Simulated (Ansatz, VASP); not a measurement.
Ti: VASP beside Ansatz

```
CELL_PARAMETERS angstrom
-1.60965 1.60965 1.60965
1.60965 -1.60965 1.60965
1.60965 1.60965 -1.60965
ATOMIC_POSITIONS crystal
Ti 0.00000 0.00000 0.00000
```

Alike in both runs: functional PBEsol; k mesh 20 × 20 × 20; occupations fermi-dirac, width 0.15 eV; no spin polarisation.

Ansatz relaxed the structure, and its values are those at the end. VASP's run is a single point on that final structure, the one shown.

|  | VASP | Ansatz |
| --- | --- | --- |
| version | VASP 6.6.1 | Ansatz 0.2.0 |
| potentials or method | VASP PAW PBE potentials, release 64 (Ti_sv), cutoff 520 eV | scalar-relativistic, plane waves, PAW |
| valence electrons in the cell | 12 | 12 |

```csv
,VASP,Ansatz,Ansatz less VASP
gap on the k mesh at the Fermi level (eV),none,none,-
pressure (GPa),-0.3,0.0,+0.26
```

VASP's potentials were made for PBE, not for PBEsol. A gap of «none» marks a metal or a gap that the smearing closes. The functional is the same, so the differences come from potentials, cutoffs and numerics.
